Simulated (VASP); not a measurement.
# SrO (Fm-3m) in VASP: settings compared, part 2 of 2

VASP 6.6.1. Earlier steps stand in the parts before.

## 3. Band structure, SCAN

INCAR

```
  METAGGA = SCAN
  ISMEAR = 0
  SIGMA = 0.03
  LWAVE = F
  LCHARG = F
  NBANDS = 30
  PREC = Accurate
  LASPH = T
  LREAL = F
  ALGO = Normal
  EDIFF = 1E-7
  NELM = 120
  GGA_COMPAT = F
  ENCUT = 640
  EFERMI = MIDGAP
  LMIXTAU = T
```

KPOINTS

```
Automatic mesh
0
Gamma
  9 9 9
  0 0 0
```

KPOINTS_OPT

```
path GXWKGLUWLK,UX
32
line-mode
reciprocal
 0.0000000000  0.0000000000  0.0000000000  G
 0.5000000000  0.0000000000  0.5000000000  X

 0.5000000000  0.0000000000  0.5000000000  X
 0.5000000000  0.2500000000  0.7500000000  W

 0.5000000000  0.2500000000  0.7500000000  W
 0.3750000000  0.3750000000  0.7500000000  K

 0.3750000000  0.3750000000  0.7500000000  K
 0.0000000000  0.0000000000  0.0000000000  G

 0.0000000000  0.0000000000  0.0000000000  G
 0.5000000000  0.5000000000  0.5000000000  L

 0.5000000000  0.5000000000  0.5000000000  L
 0.6250000000  0.2500000000  0.6250000000  U

 0.6250000000  0.2500000000  0.6250000000  U
 0.5000000000  0.2500000000  0.7500000000  W

 0.5000000000  0.2500000000  0.7500000000  W
 0.5000000000  0.5000000000  0.5000000000  L

 0.5000000000  0.5000000000  0.5000000000  L
 0.3750000000  0.3750000000  0.7500000000  K

 0.6250000000  0.2500000000  0.6250000000  U
 0.5000000000  0.0000000000  0.5000000000  X
```

POSCAR

```
SrO
1.0
    0.0000000000      2.5663000000      2.5663000000
    2.5663000000      0.0000000000      2.5663000000
    2.5663000000      2.5663000000      0.0000000000
Sr O
1 1
Direct
    0.5000000000      0.5000000000      0.5000000000
    0.0000000000      0.0000000000      0.0000000000
```

Potentials or basis: VASP PAW PBE potentials, release 64 (Sr_sv, O).

On the command line:

```bash
$ cat potpaw_PBE.64/Sr_sv/POTCAR potpaw_PBE.64/O/POTCAR > POTCAR
$ mpirun -np 1 vasp_std > vasp.out
```

OUTCAR:

```text
METAGGA = SCAN
   ISMEAR = 0
   PREC = Accurate
   LASPH = T
   LREAL = F
   EDIFF = 1E-7
   NELM = 120
   ENCUT = 640
   EFERMI = MIDGAP

 ion  position               nearest neighbor table
   1  0.500  0.500  0.500-   2 2.57   2 2.57   2 2.57   2 2.57   2 2.57   2 2.57
   2  0.000  0.000  0.000-   1 2.57   1 2.57   1 2.57   1 2.57   1 2.57   1 2.57

  LATTYP: Found a face centered cubic cell.
 ALAT       =     5.1326000000

  Lattice vectors:

[... 747 lines left out ...]

------------------------ aborting loop because EDIFF is reached ----------------------------------------

  FORCE on cell =-STRESS in cart. coord.  units (eV):
  Direction    XX          YY          ZZ          XY          YZ          ZX
  --------------------------------------------------------------------------------------
  -------------------------------------------------------------------------------------
  Total        0.2973973      0.2973973      0.2973973      0.0000000     -0.0000000     -0.0000000
  in kB       14.0959804     14.0959804     14.0959804      0.0000000     -0.0000000     -0.0000000
  external PRESSURE =      14.0959804 kB  Pullay stress =       0.0000000 kB

 VOLUME and BASIS-vectors are now :
 -----------------------------------------------------------------------------
  energy-cutoff  :      640.00
  volume of cell :       33.80
      direct lattice vectors                 reciprocal lattice vectors
     0.000000000  2.566300000  2.566300000    -0.194833028  0.194833028  0.194833028
     2.566300000  0.000000000  2.566300000     0.194833028 -0.194833028  0.194833028
     2.566300000  2.566300000  0.000000000     0.194833028  0.194833028 -0.194833028

 POSITION                                       TOTAL-FORCE (eV/Angst)
 -----------------------------------------------------------------------------------
      2.56630      2.56630      2.56630        -0.000000      0.000000     -0.000000
      0.00000      0.00000      0.00000         0.000000     -0.000000      0.000000
 -----------------------------------------------------------------------------------
    total drift:                               -0.000000      0.000000      0.000000

  FREE ENERGIE OF THE ION-ELECTRON SYSTEM (eV)
  ---------------------------------------------------
  free  energy   TOTEN  =       -34.5227621459 eV

  energy  without entropy=      -34.5227621459  energy(sigma->0) =      -34.52276215
```

OSZICAR:

```text
N       E                     dE             d eps       ncg     rms          rms(c)
DAV:   1     0.561306274306E+02    0.56131E+02   -0.78937E+03  2100   0.612E+02
DAV:   2    -0.382430491032E+02   -0.94374E+02   -0.89153E+02  2548   0.171E+02
DAV:   3    -0.422542932535E+02   -0.40112E+01   -0.38571E+01  3530   0.262E+01
DAV:   4    -0.423828306270E+02   -0.12854E+00   -0.12841E+00  2426   0.340E+00
DAV:   5    -0.423831711890E+02   -0.34056E-03   -0.34056E-03  2526   0.192E-01    0.163E+01
DAV:   6    -0.340599356910E+02    0.83232E+01   -0.17850E+00  2996   0.912E+00    0.161E+01
DAV:   7    -0.345214191631E+02   -0.46148E+00   -0.96005E-01  2428   0.538E+00    0.957E+00
DAV:   8    -0.344441300948E+02    0.77289E-01   -0.16141E+00  3238   0.579E+00    0.261E+00
DAV:   9    -0.344499239271E+02   -0.57938E-02   -0.10220E+00  3682   0.513E+00    0.612E-01
DAV:  10    -0.345190924790E+02   -0.69169E-01   -0.44930E-02  2460   0.129E+00    0.300E-01
[... 81 further cycles ...]
DAV:   6    -0.595751873516E+04   -0.61608E-04     2394
DAV:   7    -0.595751873557E+04   -0.41319E-06     2320
DAV:   8    -0.595751873558E+04   -0.59272E-08     2050
       N       E                     dE             ncg
DAV:   1     0.209329932560E+05   -0.38206E+04      300
DAV:   2     0.204368609481E+05   -0.49613E+03      344
DAV:   3     0.204181691089E+05   -0.18692E+02      490
DAV:   4     0.204180291513E+05   -0.13996E+00      318
DAV:   5     0.204180287659E+05   -0.38544E-03      388
DAV:   6     0.204180287637E+05   -0.21897E-05      312
DAV:   7     0.204180287637E+05   -0.17873E-07      382
```

stdout:

```text
POSCAR found type information on POSCAR SrO
 POSCAR found :  2 types and       2 ions
 scaLAPACK will be used
 -----------------------------------------------------------------------------
|                                                                             |
|                                                                             |
|     You enforced a specific xc type in the INCAR file but a different       |
|     I HOPE YOU KNOW WHAT YOU ARE DOING!                                     |
|                                                                             |
 -----------------------------------------------------------------------------

 LDA part: xc-table for (None), standard interpolation
 POSCAR, INCAR and KPOINTS ok, starting setup
 FFT: planning ... GRIDC
 FFT: planning ... GRID_SOFT
 FFT: planning ... GRID
 WAVECAR not read
 entering main loop
 Start KPOINTS_OPT (optional k-point list driver)
k-point batch [1-35\320]
k-point batch [36-70\320]
k-point batch [71-105\320]
k-point batch [106-140\320]
k-point batch [141-175\320]
k-point batch [176-210\320]
k-point batch [211-245\320]
k-point batch [246-280\320]
k-point batch [281-315\320]
k-point batch [316-320\320]
```

Wall time 8.1 min (1 thread of Intel Xeon 6975P-C (Granite Rapids), shared host); peak memory 0.23 GiB.

Results:

```
Free energy             : -34.5228 eV
Pressure                : 1.4 GPa
Band gap on the k mesh  : 3.78 eV (least direct gap 3.87 eV)
Band gap along the path : 3.72 eV (least direct gap 3.81 eV)
```

Levels at the corners of the path, in eV from the valence-band top:
```
point  band 6  band 7  band 8  band 9  band 10  band 11
    Γ    0.00    0.00    0.00    4.63     6.79     6.79
    X   -0.43   -0.08   -0.08    3.72     8.57    11.00
    X   -0.43   -0.08   -0.08    3.72     8.57    11.00
    W   -1.12   -0.43   -0.43    6.55     6.55     9.39
    W   -1.12   -0.43   -0.43    6.55     6.55     9.39
    K   -0.94   -0.57   -0.47    5.27     8.51     9.50
    K   -0.94   -0.57   -0.47    5.27     8.51     9.50
    Γ    0.00    0.00    0.00    4.63     6.79     6.79
    Γ    0.00    0.00    0.00    4.63     6.79     6.79
    L   -2.13   -1.13   -1.13    7.11     9.05     9.52
    L   -2.13   -1.13   -1.13    7.11     9.05     9.52
    U   -0.94   -0.57   -0.47    5.27     8.51     9.50
    U   -0.94   -0.57   -0.47    5.27     8.51     9.50
    W   -1.12   -0.43   -0.43    6.55     6.55     9.39
    W   -1.12   -0.43   -0.43    6.55     6.55     9.39
    L   -2.13   -1.13   -1.13    7.11     9.05     9.52
    L   -2.13   -1.13   -1.13    7.11     9.05     9.52
    K   -0.94   -0.57   -0.47    5.27     8.51     9.50
    U   -0.94   -0.57   -0.47    5.27     8.51     9.50
    X   -0.43   -0.08   -0.08    3.72     8.57    11.00
```

Caveat: the PAW data sets were made with another functional, which shifts forces and pressure a little.

## 4. Vibrations by perturbation theory, LDA

INCAR

```
SYSTEM = SrO
ALGO = Normal ; EDIFF = 1E-8
ENCUT = 520 ; GGA = CA
IBRION = 8 ; ISIF = 2
ISMEAR = -1 ; LASPH = .TRUE.
LCHARG = .FALSE. ; LREAL = .FALSE.
LWAVE = .FALSE. ; NBANDS = 15
NELM = 100 ; NSW = 1
PREC = Accurate ; SIGMA = 0.05
```

KPOINTS

```
k-points
0
G
  7 7 7
  0 0 0
```

POSCAR is that of step 3.

Potentials or basis: VASP PAW LDA potentials, release 64 (Sr_sv, O).

On the command line:

```bash
$ cat potpaw_LDA.64/Sr_sv/POTCAR potpaw_LDA.64/O/POTCAR > POTCAR
$ mpirun -np 1 vasp_std > vasp.out
```

OUTCAR:

```text
SYSTEM = SrO
   EDIFF = 1E-8
   ENCUT = 520
   GGA = CA
   IBRION = 8
   ISIF = 2
   ISMEAR = -1
   LASPH = .TRUE.
   LREAL = .FALSE.
   NELM = 100
   NSW = 1
   PREC = Accurate

 ion  position               nearest neighbor table
   1  0.500  0.500  0.500-   2 2.57   2 2.57   2 2.57   2 2.57   2 2.57   2 2.57
   2  0.000  0.000  0.000-   1 2.57   1 2.57   1 2.57   1 2.57   1 2.57   1 2.57

  LATTYP: Found a face centered cubic cell.
 ALAT       =     5.1326000000

  Lattice vectors:

 A1 = (   0.0000000000,   2.5663000000,   2.5663000000)
 A2 = (   2.5663000000,   0.0000000000,   2.5663000000)
 A3 = (   2.5663000000,   2.5663000000,   0.0000000000)

Analysis of symmetry for initial positions (statically):
=====================================================================
 Subroutine PRICEL returns:
 Original cell was already a primitive cell.

 Routine SETGRP: Setting up the symmetry group for a
 face centered cubic supercell.

 Subroutine GETGRP returns: Found 48 space group operations
 (whereof 48 operations were pure point group operations)
 out of a pool of 48 trial point group operations.

The static configuration has the point symmetry O_h .

Analysis of symmetry for dynamics (positions and initial velocities):
=====================================================================
 Subroutine PRICEL returns:
 Original cell was already a primitive cell.

 Routine SETGRP: Setting up the symmetry group for a
 face centered cubic supercell.

 Subroutine GETGRP returns: Found 48 space group operations
 (whereof 48 operations were pure point group operations)
 out of a pool of 48 trial point group operations.

The dynamic configuration has the point symmetry O_h .

 Subroutine INISYM returns: Found 48 space group operations
 (whereof 48 operations are pure point group operations),
 and found     1 'primitive' translations

----------------------------------------------------------------------------------------

                                     Primitive cell

  volume of cell :      33.8028

  direct lattice vectors                    reciprocal lattice vectors
     0.000000000  2.566300000  2.566300000    -0.194833028  0.194833028  0.194833028
     2.566300000  0.000000000  2.566300000     0.194833028 -0.194833028  0.194833028
     2.566300000  2.566300000  0.000000000     0.194833028  0.194833028 -0.194833028

  length of vectors
     3.629296265  3.629296265  3.629296265     0.337460704  0.337460704  0.337460704

  position of ions in fractional coordinates (direct lattice)
     0.500000000  0.500000000  0.500000000
     0.000000000  0.000000000  0.000000000

[... 133 lines left out ...]
      5     -12.4165      2.00000
      6       1.3698      2.00000
      7       1.3698      2.00000
      8       1.3698      2.00000
      9       5.2093      0.00000
     10       7.4856      0.00000
     11       7.4856      0.00000
     12       7.4856      0.00000
     13       9.7223      0.00000
     14       9.7223      0.00000
[... 331 lines left out ...]
      4     -12.9063      2.00000
      5     -11.7630      2.00000
      6       0.1748      2.00000
      7       0.8117      2.00000
      8       0.9097      2.00000
      9       6.8251      0.00000
     10       7.9729      0.00000
     11      10.1438      0.00000
     12      12.0497      0.00000
     13      12.7164      0.00000
     14      13.9527      0.00000
     15      15.9335      0.00000

------------------------ aborting loop because EDIFF is reached ----------------------------------------

  FORCE on cell =-STRESS in cart. coord.  units (eV):
  Direction    XX          YY          ZZ          XY          YZ          ZX
  --------------------------------------------------------------------------------------
  -------------------------------------------------------------------------------------
  Total       -0.6578725     -0.6578725     -0.6578725      0.0000000     -0.0000000      0.0000000
  in kB      -31.1817187    -31.1817187    -31.1817187      0.0000000     -0.0000000      0.0000000
  external PRESSURE =     -31.1817187 kB  Pullay stress =       0.0000000 kB

 VOLUME and BASIS-vectors are now :
 -----------------------------------------------------------------------------
  energy-cutoff  :      520.00
  volume of cell :       33.80
      direct lattice vectors                 reciprocal lattice vectors
     0.000000000  2.566300000  2.566300000    -0.194833028  0.194833028  0.194833028
     2.566300000  0.000000000  2.566300000     0.194833028 -0.194833028  0.194833028
     2.566300000  2.566300000  0.000000000     0.194833028  0.194833028 -0.194833028

 POSITION                                       TOTAL-FORCE (eV/Angst)
 -----------------------------------------------------------------------------------
      2.56630      2.56630      2.56630         0.000000      0.000000      0.000000
      0.00000      0.00000      0.00000        -0.000000     -0.000000     -0.000000
 -----------------------------------------------------------------------------------
    total drift:                                0.000000      0.000000      0.000000

  FREE ENERGIE OF THE ION-ELECTRON SYSTEM (eV)
  ---------------------------------------------------
  free  energy   TOTEN  =       -13.3775716297 eV

  energy  without entropy=      -13.3775716296  energy(sigma->0) =      -13.37757163

[... ionic steps 2 to 3 ...]

--------------------------------------- Ionic step        4  -------------------------------------------

------------------------ aborting loop because EDIFF is reached ----------------------------------------

[... ionic steps 5 to 6 ...]

--------------------------------------- Ionic step        7  -------------------------------------------

 Free energy of the ion-electron system (eV)
  ---------------------------------------------------
  ---------------------------------------------------
  free energy    TOTEN  =        -0.35861091 eV

  energy without entropy =       -0.35861091

------------------------ aborting loop because EDIFF is reached ----------------------------------------

 INTERNAL STRAIN TENSOR  FOR ION    2  DIRECTION 1   (eV/Angst):
 -----------------------------------------------------------------------------
     0.00019  0.00000  0.00000
     0.00000 -0.00319  0.00000
     0.00000  0.00000 -0.00319

 INTERNAL STRAIN TENSOR FOR ION    2 for displacements in x,y,z  (eV/Angst):
          X           Y           Z          XY          YZ          ZX
  --------------------------------------------------------------------------------
  x     0.00000     0.00000     0.00000     0.00000     0.00000     0.00000
  y     0.00000     0.00000     0.00000     0.00000     0.00000     0.00000
  z     0.00000     0.00000     0.00000     0.00000     0.00000     0.00000

 SECOND DERIVATIVES (NOT SYMMETRIZED)
 ------------------------------------
               1X          1Y          1Z          2X          2Y          2Z
  1X    -1.976546    0.000000    0.000000    1.976546    0.000000    0.000000
  1Y     0.000000   -1.976546    0.000000    0.000000    1.976546    0.000000
  1Z     0.000000    0.000000   -1.976546    0.000000    0.000000    1.976546
  2X     1.973795    0.000000    0.000000   -1.973795    0.000000    0.000000
  2Y     0.000000    1.973795    0.000000    0.000000   -1.973795    0.000000
  2Z     0.000000    0.000000    1.973795    0.000000    0.000000   -1.973795

 Eigenvectors and eigenvalues of the dynamical matrix
 ----------------------------------------------------

   1 f  =    5.971846 THz    37.522218 2PiTHz  199.199357 cm-1    24.697561 meV
             X         Y         Z           dx          dy          dz
      2.566300  2.566300  2.566300    -0.393182   -0.000000    0.000000
      0.000000  0.000000  0.000000     0.919461   -0.000000    0.000000
[... 21 lines left out ...]
   6 f/i=    0.001503 THz     0.009446 2PiTHz    0.050148 cm-1     0.006218 meV
             X         Y         Z           dx          dy          dz
      2.566300  2.566300  2.566300     0.896490    0.203632   -0.015740
      0.000000  0.000000  0.000000     0.383359    0.087078   -0.006731

--------------------------------------------------------------------------------------------------------

 ELASTIC MODULI CONTR FROM IONIC RELAXATION (kBar)
 Direction    XX          YY          ZZ          XY          YZ          ZX
 --------------------------------------------------------------------------------
 XX           0.0000      0.0000      0.0000      0.0000      0.0000      0.0000
 YY           0.0000      0.0000      0.0000      0.0000      0.0000      0.0000
 ZZ           0.0000      0.0000      0.0000      0.0000      0.0000      0.0000
 XY           0.0000      0.0000      0.0000      0.0000      0.0000      0.0000
 YZ           0.0000      0.0000      0.0000      0.0000      0.0000      0.0000
 ZX           0.0000      0.0000      0.0000      0.0000      0.0000      0.0000
 --------------------------------------------------------------------------------
```

stdout:

```text
POSCAR found type information on POSCAR SrO
 POSCAR found :  2 types and       2 ions
 scaLAPACK will be used
 LDA part: xc-table for (Slater(with rela. corr.)+CA(PZ))
 , standard interpolation
 POSCAR, INCAR and KPOINTS ok, starting setup
 FFT: planning ... GRIDC
 FFT: planning ... GRID_SOFT
 FFT: planning ... GRID
 WAVECAR not read
 entering main loop
 Linear response reoptimize wavefunctions to high precision
 Linear response DOF=           2
 Linear response progress:
 first order change of Fermi-energy   0.14500E-03
 force on displaced ion       1 direction 1 :  -1.977   0.000   0.000
 Linear response progress:
 first order change of Fermi-energy   0.28037E-04
 force on displaced ion       2 direction 1 :  -1.974   0.000   0.000
 Linear response finished
```

Run time: 88 s. Hardware: 1 thread of Intel Xeon Platinum 8259CL at 2.50GHz (Skylake/Cascade Lake), shared host; peak memory 0.19 GiB.

What came out:

```
Highest phonon frequency at Γ, LO-TO splitting left out : 199 cm⁻¹
```

Phonon frequencies in cm⁻¹ (negative: imaginary):
```tsv
q point	frequencies
(0.000, 0.000, 0.000)	0 0 0 199 199 199
```

Caveat: the cell stands under pressure or tension, which shifts response properties.

## 5. Overview

```tsv
task	level	potentials or basis	k mesh	cutoff (eV)	smearing	tolerance level	purpose	route	dipole correction	gap on the mesh (eV)	pressure (GPa)
band structure	SCAN	VASP PAW PBE potentials, release 64 (Sr_sv, O)	6 × 6 × 6	460	gaussian 0.03 eV	standard	bands	KPOINTS_OPT	-	3.72	1.1
band structure	SCAN	VASP PAW PBE potentials, release 64 (Sr_sv, O)	9 × 9 × 9	640	gaussian 0.03 eV	standard	bands	KPOINTS_OPT	-	3.78	1.4
vibrations by perturbation theory	LDA	VASP PAW LDA potentials, release 64 (Sr_sv, O)	7 × 7 × 7	520	fermi-dirac 0.05 eV	-	-	-	no	-	-
```

Alike in all rows: no spin polarisation; cell as given.

Caveats: the PAW data sets were made with another functional, which shifts forces and pressure a little (at least some runs); the cutoff is under 1.25 times the usual one of these potentials, so pressure, stress and relaxed cells hold a basis-set (Pulay) error (at least some runs); the cell stands under pressure or tension, which shifts response properties (at least some runs).

Total energies depend on the potentials used, so only differences within one code and one set of settings carry meaning.
